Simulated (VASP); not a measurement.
Fe: single point with PBE

Crystal: Fe.

```
CELL_PARAMETERS angstrom
-1.36970 1.36970 1.36970
1.36970 -1.36970 1.36970
1.36970 1.36970 -1.36970
ATOMIC_POSITIONS crystal
Fe 0.00000 0.00000 0.00000
```

This cell differs from its parent crystal: volume scaled by 0.980.

```
Program             : VASP 6.6.1
Task                : single point
Functional          : PBE
Potentials or basis : VASP PAW PBE potentials, release 64 (Fe_sv)
Cutoff              : 600 eV
k mesh              : 22 × 22 × 22
Occupations         : gaussian, width 0.05 eV
Spin                : no spin polarisation
```

```yaml
Pressure: 1.6 GPa
Band_gap_on_the_k_mesh: zero (band 8 reaches 15.01 eV, above the bottom of band 9 at 12.81 eV)
```

Levels at points of the mesh, in eV from the Fermi level:
| k point | band 5 | band 6 | band 7 | band 8 | band 9 | band 10 | band 11 | band 12 |
| --- | --- | --- | --- | --- | --- | --- | --- | --- |
| (0.00, 0.00, 0.00) | -9.11 | -1.86 | -1.86 | -1.86 | -0.06 | -0.06 | 25.16 | 25.16 |
| (0.50, 0.00, 0.00) | -5.09 | -3.22 | -0.08 | 0.21 | 0.37 | 1.40 | 8.73 | 18.79 |
| (0.50, 0.50, 0.50) | -4.85 | -4.85 | 1.07 | 1.07 | 1.07 | 10.58 | 10.58 | 10.58 |

Wall time 33 s on 1 thread of Intel(R) Xeon(R) Platinum 8488C (Sapphire Rapids), with other jobs on the host, peak memory 0.16 GiB.

Caveat: the run has no spin polarisation, though such a crystal can be magnetic. Spin polarisation is off, so any magnetic state and its effect on volume and gap are missing.
